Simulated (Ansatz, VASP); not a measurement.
## Two plane-wave programs on Os

File INCAR:

```
SYSTEM = Os
  PREC = Accurate
  ENCUT = 520
  EDIFF = 1E-7
  ISMEAR = 0
  SIGMA = 0.15
  LREAL = .FALSE.
  LASPH = .TRUE.
  NELM = 60
  ALGO = Fast
  ISIF = 2
  LWAVE = .FALSE.
  LCHARG = .FALSE.
  GGA = PS
  NBANDS = 15
```

File KPOINTS:

```
Automatic mesh
0
G
  18 18 12
  0 0 0
```

File POSCAR:

```
Os
1.0
    2.8024524749      0.0000000000      0.0000000000
   -1.4012262375      2.4269950362      0.0000000000
    0.0000000000      0.0000000000      4.5356850000
Os
2
Direct
    0.3333333333      0.6666666667      0.2500000000
    0.6666666667      0.3333333333      0.7500000000
```

Input for Ansatz:

```yaml
crystal:
  lattice:
    - [2.8024524749, 0.0, 0.0]
    - [-1.4012262375, 2.4269950362, 0.0]
    - [0.0, 0.0, 4.535685]
  atoms:
    - { symbol: Os, position: [0.3333333333, 0.6666666667, 0.25] }
    - { symbol: Os, position: [0.6666666667, 0.3333333333, 0.75] }
basis:
  ecutwfc: 420
kpoints:
  mp_grid: { grid: [18, 18, 12] }
hamiltonian:
  xc: pbesol
scf:
  occupations: { method: gaussian, width: 0.15 }
output:
  forces: true
  stress: true
  eigenvalues: true
```

Change from the starting cell: strain +0.025 along x and y, +0.050 along z, atoms carried along.

Alike in both runs: task single point; functional PBEsol; k mesh 18 × 18 × 12; occupations gaussian, width 0.15 eV; no spin polarisation.

|  | VASP | Ansatz |
| --- | --- | --- |
| version | VASP 6.6.1 | Ansatz 0.2.0 |
| potentials or method | VASP PAW PBE potentials, release 64 (Os), cutoff 520 eV | scalar-relativistic, plane waves, PAW |
| valence electrons in the cell | 16 | 32 |

```tsv
	VASP	Ansatz	Ansatz less VASP
gap on the k mesh at the Fermi level (eV)	none	none	-
pressure (GPa)	-35.6	-35.3	+0.35
traceless stress, the component that is largest in VASP (GPa)	-8.34	-8.38	-0.044
```

VASP's potentials were made for PBE, not for PBEsol. A gap of «none» marks a metal or a gap that the smearing closes. Both programs put the cell under strong tension, so it lies far from rest at this level. With one functional, cell and mesh, what is left measures potentials, basis and numerics. VASP's potentials hold 16 valence electrons a cell and Ansatz's 32, so a difference there can come from the potentials and not from the codes.

Neither program's run includes spin-orbit coupling. Noted on VASP's run: the cell as given lies far from equilibrium.
